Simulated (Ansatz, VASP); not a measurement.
## ZnC2 in VASP and in Ansatz

The input INCAR:

```
SYSTEM = ZnC2
PREC = Accurate
ENCUT = 520
EDIFF = 1E-8
ISMEAR = 0
SIGMA = 0.01
LREAL = .False.
LASPH = .True.
NELM = 80
ALGO = Normal
ISIF = 2
LWAVE = .False.
LCHARG = .False.
GGA = CA
LEFG = .True.
NBANDS = 17
```

KPOINTS

```
Automatic mesh
0
Gamma
  8 8 8
  0 0 0
```

The input POSCAR:

```
ZnC2
1.0
   -1.9580568463      1.9580568463      2.4955690699
    1.9580568463     -1.9580568463      2.4955690699
    1.9580568463      1.9580568463     -2.4955690699
Zn C
1 2
Direct
    0.0000000000      0.0000000000      0.0000000000
    0.6238861176      0.6238861176      0.0000000000
    0.3761138824      0.3761138824      0.0000000000
```

Input for Ansatz:

```yaml
crystal:
  lattice:
    - [-1.9580568463, 1.9580568463, 2.4955690699]
    - [1.9580568463, -1.9580568463, 2.4955690699]
    - [1.9580568463, 1.9580568463, -2.4955690699]
  atoms:
    - { symbol: Zn, position: [0.0, 0.0, 0.0] }
    - { symbol: C, position: [0.6238861176, 0.6238861176, 0.0] }
    - { symbol: C, position: [0.3761138824, 0.3761138824, 0.0] }
basis:
  ecutwfc: 420
kpoints:
  mp_grid: { grid: [8, 8, 8] }
hamiltonian:
  xc: lda
scf:
  occupations: { method: fixed }
output:
  forces: true
  stress: true
  eigenvalues: true
  efg: {}
checkpoint:
  read: start.run
  write: ck
  compress: false
  write_wavefunctions: false
  write_every: 100000
```

Alike in both runs: task electric field gradients; functional LDA; k mesh 8 × 8 × 8; no spin polarisation.

|  | VASP | Ansatz |
| --- | --- | --- |
| version | VASP 6.6.1 | Ansatz 0.2.0 |
| potentials or method | VASP PAW LDA potentials, release 64 (Zn, C), cutoff 520 eV | scalar-relativistic, plane waves, PAW |
| occupations | gaussian, width 0.01 eV | fixed |
| valence electrons in the cell | 20 | 20 |

```tsv
	VASP	Ansatz	Ansatz less VASP
gap on the k mesh at the Fermi level (eV)	3.38	3.37	-0.009
least direct gap on the mesh (eV)	3.85	3.83	-0.015
pressure (GPa)	0.6	0.0	-0.60
traceless stress, the component that is largest in VASP (GPa)	1.14	0.00	-1.140
rms of the force components (eV/Å)	0.008	0.000	-0.0079
size of Vzz on the site where it differs most (V/Å²)	256.9	240.7	-16.17
```

LDA's correlation is that of Perdew and Zunger in VASP and of Perdew and Wang (1992) in Ansatz. Atom by atom the forces differ by 0.008 eV/Å (rms over components).
